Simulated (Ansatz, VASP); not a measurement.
# Two plane-wave programs on SiC

File INCAR:

```
ALGO     = Normal         # electronic algorithm
DIPOL    = 0.5 0.5 0.407
EDIFF    = 1E-7           # SCF threshold, eV
ENCUT    = 520            # plane-wave cutoff, eV
GGA      = PE             # functional
IDIPOL   = 3            
ISIF     = 2              # what is computed and relaxed
ISMEAR   = 0              # smearing method
IVDW     = 12             # dispersion correction
LASPH    = True           # aspherical terms in the spheres
LCHARG   = False          # write CHGCAR
LDIPOL   = True         
LREAL    = Auto         
LWAVE    = False          # write WAVECAR
NBANDS   = 66             # bands
NELM     = 100            # most SCF steps
PREC     = Accurate       # precision mode
SIGMA    = 0.05           # smearing width, eV
```

File KPOINTS:

```
k-points
0
Gamma
  3 3 1
```

File POSCAR:

```
SiC
1.0
    6.1499993378      0.0000000000      0.0000000000
   -3.0749996689      5.3260556598      0.0000000000
    0.0000000000      0.0000000000     26.5385351110
C Si
12 12
Direct
    0.5000000000      0.0000000000      0.3014484397
    0.5000000000      0.5000000000      0.3014484397
    0.0000000000      0.0000000000      0.3014484397
    0.0000000000      0.5000000000      0.3014484397
    0.6666666667      0.8333333333      0.3960552710
    0.6666666667      0.3333333333      0.3960552710
    0.1666666667      0.8333333333      0.3960552710
    0.1666666667      0.3333333333      0.3960552710
    0.8374073831      0.6629987863      0.4909045734
    0.8338444324      0.1700343668      0.4918813862
    0.3398745849      0.6721033390      0.4916360933
    0.3234597260      0.1627262355      0.4919822087
    0.1666666667      0.8333333333      0.3251001475
    0.1666666667      0.3333333333      0.3251001475
    0.6666666667      0.8333333333      0.3251001475
    0.6666666667      0.3333333333      0.3251001475
    0.3355606724      0.6679543780      0.4178516697
    0.3325009882      0.1670375074      0.4180286246
    0.8331452952      0.6654373325      0.4180750634
    0.8330295186      0.1671463576      0.4183252904
    0.5024742445      0.4986189497      0.5098644384
    0.4994849679      0.0054585035      0.5108127550
    0.0084714423      0.5028633032      0.5143617442
   -0.0123966343     -0.0084455023      0.5142010618
```

Input for Ansatz:

```yaml
crystal:
  lattice:
    - [6.1499993378, 0.0, 0.0]
    - [-3.0749996689, 5.3260556598, 0.0]
    - [0.0, 0.0, 26.538535111]
  atoms:
    - { symbol: C, position: [0.5, 0.0, 0.3014484397] }
    - { symbol: C, position: [0.5, 0.5, 0.3014484397] }
    - { symbol: C, position: [0.0, 0.0, 0.3014484397] }
    - { symbol: C, position: [0.0, 0.5, 0.3014484397] }
    - { symbol: Si, position: [0.1666666667, 0.8333333333, 0.3251001475] }
    - { symbol: Si, position: [0.1666666667, 0.3333333333, 0.3251001475] }
    - { symbol: Si, position: [0.6666666667, 0.8333333333, 0.3251001475] }
    - { symbol: Si, position: [0.6666666667, 0.3333333333, 0.3251001475] }
    - { symbol: C, position: [0.6666666667, 0.8333333333, 0.396055271] }
    - { symbol: C, position: [0.6666666667, 0.3333333333, 0.396055271] }
    - { symbol: C, position: [0.1666666667, 0.8333333333, 0.396055271] }
    - { symbol: C, position: [0.1666666667, 0.3333333333, 0.396055271] }
    - { symbol: Si, position: [0.3355606724, 0.667954378, 0.4178516697] }
    - { symbol: Si, position: [0.3325009882, 0.1670375074, 0.4180286246] }
    - { symbol: Si, position: [0.8331452952, 0.6654373325, 0.4180750634] }
    - { symbol: Si, position: [0.8330295186, 0.1671463576, 0.4183252904] }
    - { symbol: C, position: [0.8374073831, 0.6629987863, 0.4909045734] }
    - { symbol: C, position: [0.8338444324, 0.1700343668, 0.4918813862] }
    - { symbol: C, position: [0.3398745849, 0.672103339, 0.4916360933] }
    - { symbol: C, position: [0.323459726, 0.1627262355, 0.4919822087] }
    - { symbol: Si, position: [0.5024742445, 0.4986189497, 0.5098644384] }
    - { symbol: Si, position: [0.4994849679, 0.0054585035, 0.510812755] }
    - { symbol: Si, position: [0.0084714423, 0.5028633032, 0.5143617442] }
    - { symbol: Si, position: [-0.0123966343, -0.0084455023, 0.5142010618] }
basis:
  ecutwfc: 420
kpoints:
  mp_grid: { grid: [3, 3, 1] }
hamiltonian:
  xc: pbe
  dispersion: d3bj
scf:
  occupations: { method: gaussian, width: 0.05 }
output:
  forces: true
  eigenvalues: true
  write_density: true
  volumetric_format: npy
efield:
  axis: 3
  dipole_correction: true
  ramp_width: 0.04
```

Alike in both runs: task single point; functional PBE; dispersion D3(BJ); k mesh 3 × 3 × 1; occupations gaussian, width 0.05 eV; no spin polarisation.

|  | VASP | Ansatz |
| --- | --- | --- |
| version | VASP 6.6.1 | Ansatz 0.2.0 |
| potentials or method | VASP PAW PBE potentials, release 64 (C, Si), cutoff 520 eV | scalar-relativistic, plane waves, PAW |
| valence electrons in the cell | 96 | 96 |

|  | VASP | Ansatz | Ansatz less VASP |
| --- | --- | --- | --- |
| gap on the k mesh at the Fermi level (eV) | none | none | - |
| rms of the force components (eV/Å) | 0.954 | 0.958 | +0.0035 |

A gap of «none» marks a metal or a gap that the smearing closes.

The k mesh is coarse, so the values compare programs but aren't converged.
